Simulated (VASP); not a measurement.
Mg2Cd3Te:

```
Mg Cd Te
1.0
     6.11294    0.00000    0.00000
    -3.05647    5.29396    0.00000
     0.00000    0.00000    4.83860
Mg Cd Te
2 3 1
Direct
  0.66667 0.33333 0.96226
  0.33333 0.66667 0.96226
  0.50000 0.50000 0.45811
  0.50000 0.00000 0.45811
  0.00000 0.50000 0.45811
  0.00000 0.00000 0.89480
```

The cell was built from a structure type or drawn by symmetry, and may not be a known phase.

| Quantity | Value |
| --- | --- |
| Program | VASP 6.6.1 |
| Task | relaxation of cell and atoms |
| Functional | PBE |
| Potentials or basis | VASP PAW PBE potentials, release 64 (Mg, Cd, Te) |
| Cutoff | 600 eV |
| k mesh | 6 × 6 × 8 |
| Occupations | gaussian, width 0.1 eV |
| Spin | no spin polarisation |

At the start: pressure -0.1 GPa; volume 26.10 Å³/atom.

Problem. Where does the relaxation end?

Solution. Over 32 steps the energy falls by 24.2 meV/atom and the volume is 26.23 Å³/atom (+0.5 %); space group P6mm (No. 183, to 0.1 Å) before and after.

Step by step:
```csv
step,energy change (eV),largest force (eV/Å),pressure (GPa),volume (Å³)
1,0.0000,0.1102,-0.10,156.59
2,-0.0178,0.1184,-0.08,156.21
3,-0.0379,0.1186,0.08,155.25
4,-0.0395,0.1174,0.15,154.95
5,-0.0399,0.1149,0.19,154.70
6,-0.0397,0.1082,0.27,154.20
7,-0.0400,0.1112,0.24,154.46
8,-0.0422,0.1164,-0.09,155.93
9,-0.0423,0.1177,-0.15,156.28
10,-0.0449,0.1247,-0.15,156.23
11,-0.0526,0.1427,-0.11,156.10
12,-0.0660,0.1600,0.00,155.84
13,-0.0717,0.2838,0.31,155.30
14,-0.0741,0.1911,0.15,155.53
15,-0.0753,0.1936,0.15,155.56
16,-0.0787,0.2024,0.16,155.63
17,-0.0851,0.2222,0.15,155.78
18,-0.0942,0.2686,0.17,156.07
19,-0.0930,0.3798,0.32,156.65
20,-0.0973,0.3141,0.21,156.32
21,-0.1087,0.2823,0.09,156.82
22,-0.1325,0.1855,-0.21,158.30
23,-0.1273,0.0786,-0.66,161.22
24,-0.1394,0.1001,-0.40,159.51
25,-0.1433,0.0650,-0.08,157.91
26,-0.1435,0.0542,0.14,157.13
27,-0.1435,0.0536,0.09,157.37
28,-0.1441,0.0472,0.04,157.53
29,-0.1444,0.0429,-0.01,157.76
30,-0.1446,0.0374,-0.04,157.73
31,-0.1450,0.0278,-0.02,157.61
32,-0.1455,0.0074,0.00,157.38
```

Final structure:
```xyz
6
Lattice="6.0293 0.0000 0.0000 -3.0147 5.2215 0.0000 0.0000 0.0000 4.9990" Properties=species:S:1:pos:R:3 pbc="T T T"
Mg    3.0147    1.7405    4.9521
Mg    0.0000    3.4810    4.9521
Cd    1.5073    2.6108    2.4148
Cd    3.0147    0.0000    2.4148
Cd    4.5220    2.6108    2.4148
Te    0.0000    0.0000    3.8156
```
